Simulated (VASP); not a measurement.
Here is a VASP 6.6.1 calculation.

INCAR

```
PREC = Accurate ; ENCUT = 520
EDIFF = 1E-7 ; ISMEAR = 0
SIGMA = 0.01 ; LREAL = False
LASPH = True ; NELM = 80
ALGO = Normal ; ISIF = 2
LWAVE = False ; LCHARG = False
GGA = CA ; NBANDS = 53
```

Contents of KPOINTS:

```
regular mesh
0
Gamma
  4 4 4
```

File POSCAR:

```
Cs2YTlF6
1.0
    0.0000000000      4.6967610911      4.6967610911
    4.6967610911      0.0000000000      4.6967610911
    4.6967610911      4.6967610911      0.0000000000
Cs Y Tl F
2 1 1 6
Direct
    0.7500000000      0.7500000000      0.7500000000
    0.2500000000      0.2500000000      0.2500000000
    0.0000000000      0.0000000000      0.0000000000
    0.5000000000      0.5000000000      0.5000000000
    0.7732634778      0.2267365222      0.2267365222
    0.2267365222      0.2267365222      0.7732634778
    0.2267365222      0.7732634778      0.7732634778
    0.2267365222      0.7732634778      0.2267365222
    0.7732634778      0.2267365222      0.7732634778
    0.7732634778      0.7732634778      0.2267365222
```

Potentials or basis: VASP PAW LDA potentials, release 64 (Cs_sv, Y_sv, Tl_d, F).

Launch:

```bash
$ cat potpaw_LDA.64/Cs_sv/POTCAR potpaw_LDA.64/Y_sv/POTCAR potpaw_LDA.64/Tl_d/POTCAR potpaw_LDA.64/F/POTCAR > POTCAR
$ mpirun -np 1 vasp_std > vasp.out
```

(1) Predict the pressure.

(2) Predict the largest force.

Answers

(1) 0.0 GPa.

(2) 0.032 eV/Å.
